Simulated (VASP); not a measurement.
GaAs: single point with LDA

The system is GaAs.

```
CELL_PARAMETERS angstrom
0.00000 5.60338 -5.60338
5.60338 5.60338 0.00000
5.60338 0.00000 -5.60338
ATOMIC_POSITIONS crystal
Ga 0.50000 0.00000 0.50000
Ga 0.50000 0.50000 0.50000
Ga 0.00000 0.00000 0.50000
Ga 0.00000 0.50000 0.50000
Ga 0.50000 0.00000 0.00000
Ga 0.50000 0.50000 0.00000
Ga 0.00000 0.00000 0.00000
Ga 0.00000 0.50000 0.00000
As 0.12500 0.12500 0.12500
As 0.12500 0.62500 0.12500
As 0.62500 0.12500 0.12500
As 0.62500 0.62500 0.12500
As 0.12500 0.12500 0.62500
As 0.12500 0.62500 0.62500
As 0.62500 0.12500 0.62500
As 0.62500 0.62500 0.62500
```

| Property | Result |
| --- | --- |
| Program | VASP 6.6.1 |
| Task | single point |
| Functional | LDA |
| Potentials or basis | VASP PAW LDA potentials, release 64 (Ga_d, As) |
| Cutoff | 520 eV |
| k mesh | 3 × 3 × 3 |
| Occupations | gaussian, width 0.02 eV |
| Spin | no spin polarisation |
| Dipole correction | no |
| Further INCAR settings | LREAL = Auto; ALGO = Normal; EDIFF = 1e-06; NBANDS = 86 |

```yaml
Pressure: 0.2 GPa
Band_gap_on_the_k_mesh: 0.53 eV
```

Levels at points of the mesh, in eV from the valence-band top:
```tsv
k point	band 70	band 71	band 72	band 73	band 74	band 75
(0.00, 0.00, 0.00)	0.00	0.00	0.00	0.53	0.93	0.93
```

It took 2.6 min on 1 thread of Intel(R) Xeon(R) Platinum 8488C (Sapphire Rapids), with other jobs on the host, peak memory 0.4 GiB.
